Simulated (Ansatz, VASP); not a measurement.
**Two plane-wave programs on SiS3**

```
CELL_PARAMETERS angstrom
4.61919 0.00000 0.00000
0.00000 4.61919 0.00000
0.00000 0.00000 4.61919
ATOMIC_POSITIONS crystal
Si 0.00000 0.00000 0.00000
S 0.50000 0.00000 0.00000
S 0.00000 0.50000 0.00000
S 0.00000 0.00000 0.50000
```

Alike in both runs: task single point; functional PBE; k mesh 4 × 4 × 4; occupations gaussian, width 0.1 eV; no spin polarisation.

|  | VASP | Ansatz |
| --- | --- | --- |
| version | VASP 6.6.1 | Ansatz 0.2.0 |
| potentials or method | VASP PAW PBE potentials, release 64 (Si, S), cutoff 500 eV | scalar-relativistic, plane waves, PAW |
| valence electrons in the cell | 22 | 22 |

|  | VASP | Ansatz | Ansatz less VASP |
| --- | --- | --- | --- |
| gap on the k mesh at the Fermi level (eV) | none | none | - |
| pressure (GPa) | -2.5 | -2.4 | +0.10 |

A gap of «none» marks a metal or a gap that the smearing closes.
